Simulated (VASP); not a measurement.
# TiB2 (Immm) in VASP: further runs

The runs below take TiB2 through single point, with PBE.

Everything below comes from runs of VASP 6.6.1. Logs are shortened: lines on timing, memory, paths and dates and some standing lists are left out, and cuts for length are marked.

## 1. The cell of the first run

The structure is orthorhombic, space group Immm (No. 71). Conventional cell: a = 3.392 Å, b = 4.246 Å, c = 4.703 Å, α = 90.00°, β = 90.00°, γ = 90.00°. Ti (site symmetry mmm) has 8 B at 2.27 to 2.30 Å within 3.0 Å. B (site symmetry mm2) has 1 B at 1.59 Å within 2.1 Å.

## 2. Single point, PBE

INCAR reads:

```
ALGO = Normal ; EDIFF = 1E-6
ENCUT = 520 ; GGA = PE
ISIF = 2 ; ISMEAR = 0
LASPH = T ; LCHARG = F
LREAL = F ; LWAVE = F
NBANDS = 27 ; NELM = 100
PREC = Accurate ; SIGMA = 0.1
```

KPOINTS reads:

```
k-points
0
Gamma
  4 4 6
```

POSCAR reads:

```
TiB2
1.0
    4.7028563977      0.0000000000      0.0000000000
    0.0000000000      4.2461688466      0.0000000000
    0.0000000000      0.0000000000      3.3917949061
Ti B
2 4
Direct
    0.5000000000      0.5000000000      0.5000000000
    0.0000000000      0.0000000000      0.0000000000
    0.3308580784      0.9999915460      0.5000000000
    0.8308580784      0.5000084540      0.0000000000
    0.6691419216      0.0000084540      0.5000000000
    0.1691419216      0.4999915460      0.0000000000
```

Potentials or basis: VASP PAW PBE potentials, release 64 (Ti_sv, B).

Command:

```
$ cat potpaw_PBE.64/Ti_sv/POTCAR potpaw_PBE.64/B/POTCAR > POTCAR
$ mpirun -np 1 vasp_std > vasp.out
```

OUTCAR:

```text
EDIFF = 1E-6
   ENCUT = 520
   GGA = PE
   ISIF = 2
   ISMEAR = 0
   LASPH = T
   LREAL = F
   NELM = 100
   PREC = Accurate

 ion  position               nearest neighbor table
   1  0.500  0.500  0.500-   3 2.27   5 2.27   5 2.27   3 2.27   6 2.30   4 2.30   6 2.30   4 2.30

   2  0.000  0.000  0.000-   4 2.27   6 2.27   4 2.27   6 2.27   3 2.30   3 2.30   5 2.30   5 2.30

   3  0.331  1.000  0.500-   5 1.59   1 2.27   1 2.27   2 2.30   2 2.30
   4  0.831  0.500  0.000-   6 1.59   2 2.27   2 2.27   1 2.30   1 2.30
   5  0.669  0.000  0.500-   3 1.59   1 2.27   1 2.27   2 2.30   2 2.30
   6  0.169  0.500  0.000-   4 1.59   2 2.27   2 2.27   1 2.30   1 2.30

  LATTYP: Found a simple orthorhombic cell.
 ALAT       =     3.3917949061
 B/A-ratio  =     1.2518943404
 C/A-ratio  =     1.3865391416

  Lattice vectors:

 A1 = (   0.0000000000,   0.0000000000,  -3.3917949061)
 A2 = (   0.0000000000,   4.2461688466,   0.0000000000)
 A3 = (   4.7028563977,   0.0000000000,   0.0000000000)

Analysis of symmetry for initial positions (statically):
=====================================================================
 Subroutine PRICEL returns:
 Original cell was already a primitive cell.

 Routine SETGRP: Setting up the symmetry group for a
 simple orthorhombic supercell.

 Subroutine GETGRP returns: Found  8 space group operations
 (whereof  4 operations were pure point group operations)
 out of a pool of  8 trial point group operations.

The static configuration has the point symmetry C_2h.
 The point group associated with its full space group is D_2h.

Analysis of symmetry for dynamics (positions and initial velocities):
=====================================================================
 Subroutine PRICEL returns:
 Original cell was already a primitive cell.

 Routine SETGRP: Setting up the symmetry group for a
 simple orthorhombic supercell.

 Subroutine GETGRP returns: Found  8 space group operations
 (whereof  4 operations were pure point group operations)
 out of a pool of  8 trial point group operations.

The dynamic configuration has the point symmetry C_2h.
 The point group associated with its full space group is D_2h.

 Subroutine INISYM returns: Found  8 space group operations
 (whereof  4 operations are pure point group operations),
 and found     1 'primitive' translations

----------------------------------------------------------------------------------------

                                     Primitive cell

  volume of cell :      67.7312

  direct lattice vectors                    reciprocal lattice vectors
     4.702856398  0.000000000  0.000000000     0.212636729  0.000000000  0.000000000
     0.000000000  4.246168847  0.000000000     0.000000000  0.235506414  0.000000000
     0.000000000  0.000000000  3.391794906     0.000000000  0.000000000  0.294829147

  length of vectors
     4.702856398  4.246168847  3.391794906     0.212636729  0.235506414  0.294829147

  position of ions in fractional coordinates (direct lattice)
     0.500000000  0.500000000  0.500000000
     0.000000000  0.000000000  0.000000000
     0.330858078  0.999991546  0.500000000
     0.830858078  0.500008454  0.000000000
     0.669141922  0.000008454  0.500000000
     0.169141922  0.499991546  0.000000000

  ion indices of the primitive-cell ions
   primitive index   ion index
                 1           1
                 2           2
                 3           3
                 4           4
                 5           5
                 6           6

----------------------------------------------------------------------------------------

 KPOINTS: k-points

Automatic generation of k-mesh.
 Grid dimensions read from file:
 generate k-points for:    4    4    6

 Generating k-lattice:

  Cartesian coordinates                     Fractional coordinates (reciprocal lattice)
     0.053159182  0.000000000  0.000000000     0.250000000  0.000000000  0.000000000
     0.000000000  0.058876604  0.000000000     0.000000000  0.250000000  0.000000000
     0.000000000  0.000000000  0.049138191     0.000000000  0.000000000  0.166666667

  Length of vectors
     0.053159182  0.058876604  0.049138191

  Shift w.r.t. Gamma in fractional coordinates (k-lattice)
     0.000000000  0.000000000  0.000000000

 Subroutine IBZKPT returns following result:
 ===========================================

 Found     36 irreducible k-points:

 Following reciprocal coordinates:
            Coordinates               Weight
  0.000000  0.000000  0.000000      1.000000
  0.250000  0.000000  0.000000      2.000000
  0.500000  0.000000  0.000000      1.000000
  0.000000  0.250000  0.000000      2.000000
  0.250000  0.250000  0.000000      4.000000
  0.500000  0.250000  0.000000      2.000000
[... 16 lines left out ...]
  0.250000  0.250000  0.333333      8.000000
  0.500000  0.250000  0.333333      4.000000
 [... further k-points ...]
   k-points           NKPTS =     36   k-points in BZ     NKDIM =     36   number of bands    NBANDS=     27
   number of dos      NEDOS =    301   number of ions     NIONS =      6
   total plane-waves  NPLWV =  32256
   dimension x,y,z NGX =    36 NGY =   32 NGZ =   28
   dimension x,y,z NGXF=    72 NGYF=   64 NGZF=   56
   ions per type =               2   4
   NGX,Y,Z   is equivalent  to a cutoff of  12.73, 12.53, 13.72 a.u.
   NGXF,Y,Z  is equivalent  to a cutoff of  25.45, 25.06, 27.45 a.u.
 SYSTEM =  unknown system
   PREC   = accura    normal or accurate (medium, high low for compatibility)
   ISTART =      0    job   : 0-new  1-cont  2-samecut
   ICHARG =      2    charge: 1-file 2-atom 10-const
   ISPIN  =      1    spin polarized calculation?
   LNONCOLLINEAR =      F non collinear calculations
   LSORBIT =      F    spin-orbit coupling
   LASPH  =      T    aspherical Exc in radial PAW
   ENCUT  =  520.0 eV  38.22 Ry    6.18 a.u.   8.74  7.90  6.31*2*pi/ulx,y,z
   NELM   =    100;   NELMIN=  2; NELMDL= -5     # of ELM steps
   EDIFF  = 0.1E-05   stopping-criterion for ELM
   LREAL  =      F    real-space projection
   EDIFFG = 0.1E-04   stopping-criterion for IOM
   NSW    =      0    number of steps for IOM
   IBRION =     -1    ionic relax: 0-MD 1-quasi-New 2-CG
   NFREE  =      0    steps in history (QN), initial steepest desc. (CG)
   ISIF   =      2    stress and relaxation
   ISYM   =      2    0-nonsym 1-usesym 2-fastsym
   POTIM  = 0.5000    time-step for ionic-motion
   TEBEG  =    0.0;   TEEND  =   0.0 temperature during run
   PSTRESS=    0.0 pullay stress
   NELECT =      36.0000    total number of electrons
   NUPDOWN=      -1.0000    fix difference up-down
   EMIN   =  10.00;   EMAX   =-10.00  energy-range for DOS
   EFERMI =   0.00;   METHOD = LEGACY
   ISMEAR =     0;   SIGMA  =   0.10  broadening in eV -4-tet -1-fermi 0-gaus
   EFERMI_NEDOS =   21; number of points for ismear=-14 and -15
   IALGO  =     38    algorithm
   IMIX   =      4    mixing-type and parameters
     AMIX     =   0.40;   BMIX     =  1.00
     AMIX_MAG =   1.60;   BMIX_MAG =  1.00
  volume/ion in A,a.u.               =      11.29        76.18
  Fermi-wavevector in a.u.,A,eV,Ry     =   1.326110  2.505984 23.926759  1.758567
  Thomas-Fermi vector in A             =   2.455521
   LORBIT       =      0    0 simple, 1 ext, 2 COOP (PROOUT), +10 PAW based schemes
   GGA     = PE    functional components
   LHFCALC =     F    Hartree Fock is set to
   AEXX    =    0.0000 exact exchange contribution
   IVDW    =     0    specifies the selected vdW correction
   LEPSILON=     F    determine dielectric tensor
   LRPA    =     F    only Hartree local field effects (RPA)
 non-spin polarized calculation
 Gauss-broadening in eV      SIGMA  =   0.10
  energy-cutoff  :      520.00
  volume of cell :       67.73
 maximum number of plane-waves:      1860
 NGX is ok and might be reduce to    36

 number of electron      36.0000001 magnetization

 Free energy of the ion-electron system (eV)
  ---------------------------------------------------
  ext. energy  EPLUGINS =         0.00000000
  ---------------------------------------------------
  free energy    TOTEN  =       -40.48427062 eV

  energy without entropy =      -40.47386302  energy(sigma->0) =      -40.47906682

 E-fermi :   6.2610     XC(G=0): -11.3173

 val. band max:        6.2449203698   @ k =   0.5000   0.5000   0.0000
 cond. band min:       6.3151937090   @ k =   0.2500   0.5000   0.5000
 fundamental gap:      0.0702733392
 Fermi energy:         6.2609863512

 k-point     1 :       0.0000    0.0000    0.0000
  band No.  band energies     occupation
      1     -50.4590      2.00000
      2     -50.4466      2.00000
      3     -26.8824      2.00000
      4     -26.7998      2.00000
      5     -26.7285      2.00000
      6     -26.6638      2.00000
[... 19 lines left out ...]
     26       8.5205      0.00000
     27      10.6728      0.00000

 k-point     2 :       0.2500    0.0000    0.0000
  band No.  band energies     occupation
      1     -50.4571      2.00000
      2     -50.4484      2.00000
      3     -26.8714      2.00000
      4     -26.8130      2.00000
      5     -26.7190      2.00000
      6     -26.6733      2.00000
[... 19 lines left out ...]
     26       9.5376      0.00000
     27      10.5605      0.00000

 k-point     3 :       0.5000    0.0000    0.0000
  band No.  band energies     occupation
      1     -50.4528      2.00000
      2     -50.4528      2.00000
      3     -26.8433      2.00000
      4     -26.8433      2.00000
      5     -26.6961      2.00000
      6     -26.6961      2.00000
[... 594 lines left out ...]
      1     -50.4495      2.00000
      2     -50.4464      2.00000
      3     -26.8467      2.00000
      4     -26.8267      2.00000
      5     -26.7113      2.00000
      6     -26.6949      2.00000
[... 19 lines left out ...]
     26       9.5074      0.00000
     27      11.2307      0.00000

 k-point    24 :       0.5000    0.2500    0.3333
  band No.  band energies     occupation
      1     -50.4479      2.00000
      2     -50.4479      2.00000
      3     -26.8401      2.00000
      4     -26.8401      2.00000
      5     -26.6932      2.00000
      6     -26.6932      2.00000
[... 19 lines left out ...]
     26       9.3479      0.00000
     27      11.7164      0.00000

 [... further k-points ...]

------------------------ aborting loop because EDIFF is reached ----------------------------------------

  FORCE on cell =-STRESS in cart. coord.  units (eV):
  Direction    XX          YY          ZZ          XY          YZ          ZX
  --------------------------------------------------------------------------------------
  -------------------------------------------------------------------------------------
  Total        0.0390980      0.0195637     -0.0089265     -0.0000000      0.0000000      0.0000000
  in kB        0.9248624      0.4627779     -0.2111551     -0.0000000      0.0000000      0.0000000
  external PRESSURE =       0.3921617 kB  Pullay stress =       0.0000000 kB

 VOLUME and BASIS-vectors are now :
 -----------------------------------------------------------------------------
  energy-cutoff  :      520.00
  volume of cell :       67.73
      direct lattice vectors                 reciprocal lattice vectors
     4.702856398  0.000000000  0.000000000     0.212636729  0.000000000  0.000000000
     0.000000000  4.246168847  0.000000000     0.000000000  0.235506414  0.000000000
     0.000000000  0.000000000  3.391794906     0.000000000  0.000000000  0.294829147

 POSITION                                       TOTAL-FORCE (eV/Angst)
 -----------------------------------------------------------------------------------
      2.35143      2.12308      1.69590         0.000000      0.000000      0.000000
      0.00000      0.00000      0.00000         0.000000      0.000000      0.000000
      1.55598      4.24613      1.69590        -0.028155      0.000354      0.000000
      3.90741      2.12312      0.00000        -0.028155     -0.000354     -0.000000
      3.14688      0.00004      1.69590         0.028155     -0.000354     -0.000000
      0.79545      2.12305      0.00000         0.028155      0.000354      0.000000
 -----------------------------------------------------------------------------------
    total drift:                                0.000000      0.000000      0.000000

  FREE ENERGIE OF THE ION-ELECTRON SYSTEM (eV)
  ---------------------------------------------------
  free  energy   TOTEN  =       -40.4842706191 eV

  energy  without entropy=      -40.4738630203  energy(sigma->0) =      -40.47906682
```

Run time: 26 s. Hardware: 1 thread of Intel Xeon 6975P-C (Granite Rapids), shared host; peak memory 0.2 GiB.

What came out:

```yaml
Free_energy: -40.4843 eV
Pressure: 0.0 GPa
Largest_force: 0.028 eV/Å
Band_gap_on_the_k_mesh: zero (bands 18 and 19 overlap by 1.09 eV)
```

Forces in eV/Å, atoms in the order of the input:
```
Ti   0.000  0.000  0.000
Ti   0.000  0.000  0.000
B   -0.028  0.000  0.000
B   -0.028  0.000  0.000
B    0.028  0.000  0.000
B    0.028  0.000  0.000
```

Caveat: the k points lie up to 0.37 Å⁻¹ apart, too coarse for converged energies and pressures of a metal.

## 3. Single point, PBE

This run uses another cell than the first one: it holds 3 atoms, not 6.

INCAR reads:

```
SYSTEM = TiB2
PREC = Accurate ; ENCUT = 520
EDIFF = 1E-6 ; ISMEAR = 0
SIGMA = 0.1 ; LREAL = .False.
LASPH = .True. ; NELM = 60
ALGO = Normal ; ISIF = 2
LWAVE = .False. ; LCHARG = .False.
GGA = PE ; NBANDS = 16
```

KPOINTS reads:

```
Automatic mesh
0
Gamma
  18 18 18
  0 0 0
```

POSCAR reads:

```
TiB2
1.0
   -1.6968771939      2.1166471908      2.3510786690
    1.6968771939     -2.1166471908      2.3510786690
    1.6968771939      2.1166471908     -2.3510786690
Ti B
1 2
Direct
    0.0000000000      0.0000000000      0.0000000000
    0.3298851786      0.8298851786      0.5000000000
    0.6701148214      0.1701148214      0.5000000000
```

Potentials or basis: VASP PAW PBE potentials, release 64 (Ti_sv, B).

Command:

```
$ cat potpaw_PBE.64/Ti_sv/POTCAR potpaw_PBE.64/B/POTCAR > POTCAR
$ mpirun -np 1 vasp_std > vasp.out
```

OUTCAR:

```text
SYSTEM = TiB2
   PREC = Accurate
   ENCUT = 520
   EDIFF = 1E-6
   ISMEAR = 0
   LREAL = .False.
   LASPH = .True.
   NELM = 60
   ISIF = 2
   GGA = PE

 ion  position               nearest neighbor table
   1  0.000  0.000  0.000-   3 2.26   2 2.26   3 2.26   2 2.26   2 2.30   2 2.30   3 2.30   3 2.30

   2  0.330  0.830  0.500-   3 1.60   1 2.26   1 2.26   1 2.30   1 2.30
   3  0.670  0.170  0.500-   2 1.60   1 2.26   1 2.26   1 2.30   1 2.30

  LATTYP: Found a body centered orthorhombic cell.
 ALAT       =     3.3937543878
 B/A-ratio  =     1.2473779472
 C/A-ratio  =     1.3855325992

[... 650 lines left out ...]
  Direction    XX          YY          ZZ          XY          YZ          ZX
  --------------------------------------------------------------------------------------
  -------------------------------------------------------------------------------------
  Total       -0.0017791      0.0064211      0.0299713      0.0000000      0.0000000      0.0000000
  in kB       -0.0843897      0.3045745      1.4216417      0.0000000      0.0000000      0.0000000
  external PRESSURE =       0.5472755 kB  Pullay stress =       0.0000000 kB

 VOLUME and BASIS-vectors are now :
 -----------------------------------------------------------------------------
  energy-cutoff  :      520.00
  volume of cell :       33.78
      direct lattice vectors                 reciprocal lattice vectors
    -1.696877194  2.116647191  2.351078669     0.000000000  0.236222646  0.212668341
     1.696877194 -2.116647191  2.351078669     0.294658919  0.000000000  0.212668341
     1.696877194  2.116647191 -2.351078669     0.294658919  0.236222646  0.000000000

 POSITION                                       TOTAL-FORCE (eV/Angst)
 -----------------------------------------------------------------------------------
      0.00000      0.00000      0.00000         0.000000     -0.000000      0.000000
      1.69688      0.00000      1.55117         0.000000     -0.000000     -0.022452
      0.00000      2.11665      0.79991        -0.000000      0.000000      0.022452
 -----------------------------------------------------------------------------------
    total drift:                                0.000000     -0.000000     -0.000000

  FREE ENERGIE OF THE ION-ELECTRON SYSTEM (eV)
  ---------------------------------------------------
  free  energy   TOTEN  =       -20.2568213164 eV

  energy  without entropy=      -20.2500468355  energy(sigma->0) =      -20.25343408
```

OSZICAR:

```text
N       E                     dE             d eps       ncg     rms          rms(c)
DAV:   1     0.125649082153E+03    0.12565E+03   -0.89394E+03 27696   0.121E+03
DAV:   2    -0.169094389353E+02   -0.14256E+03   -0.13750E+03 30136   0.326E+02
DAV:   3    -0.251569940301E+02   -0.82476E+01   -0.81020E+01 41528   0.743E+01
DAV:   4    -0.253542268578E+02   -0.19723E+00   -0.19711E+00 32608   0.107E+01
DAV:   5    -0.253608273100E+02   -0.66005E-02   -0.66003E-02 41208   0.161E+00    0.150E+01
DAV:   6    -0.204923963399E+02    0.48684E+01   -0.21896E+01 36960   0.479E+01    0.547E+00
DAV:   7    -0.202893347393E+02    0.20306E+00   -0.34111E+00 28768   0.194E+01    0.366E+00
DAV:   8    -0.202806165569E+02    0.87182E-02   -0.59025E-01 33400   0.676E+00    0.150E+00
DAV:   9    -0.202603129934E+02    0.20304E-01   -0.25727E-01 31000   0.531E+00    0.660E-01
DAV:  10    -0.202567285898E+02    0.35844E-02   -0.19054E-02 31024   0.144E+00    0.726E-02
DAV:  11    -0.202569096338E+02   -0.18104E-03   -0.21644E-03 40944   0.400E-01    0.100E-01
DAV:  12    -0.202568234557E+02    0.86178E-04   -0.37050E-04 30456   0.204E-01    0.176E-02
DAV:  13    -0.202568220385E+02    0.14171E-05   -0.13508E-05 37184   0.286E-02    0.104E-02
DAV:  14    -0.202568213164E+02    0.72217E-06   -0.31129E-06 28168   0.159E-02
   1 F= -.20256821E+02 E0= -.20253434E+02  d E =-.677448E-02
```

stdout:

```text
POSCAR found type information on POSCAR TiB
 POSCAR found :  2 types and       3 ions
 scaLAPACK will be used
 LDA part: xc-table for (Slater+PW92), standard interpolation
 POSCAR, INCAR and KPOINTS ok, starting setup
 FFT: planning ... GRIDC
 FFT: planning ... GRID_SOFT
 FFT: planning ... GRID
 WAVECAR not read
 entering main loop
```

It took 3 min on 1 thread of Intel Xeon 6975P-C (Granite Rapids), shared host; peak memory 0.54 GiB.

Results:

```
Free energy            : -20.2568 eV
Pressure               : 0.1 GPa
Largest force          : 0.022 eV/Å
Band gap on the k mesh : zero (bands 9 and 10 overlap by 1.82 eV)
```

Forces on the atoms (eV/Å):
```
Ti   0.000  0.000  0.000
B    0.000  0.000 -0.022
B    0.000  0.000  0.022
```

The gap in the log of VASP goes by the Fermi energy; the results here count the filled bands.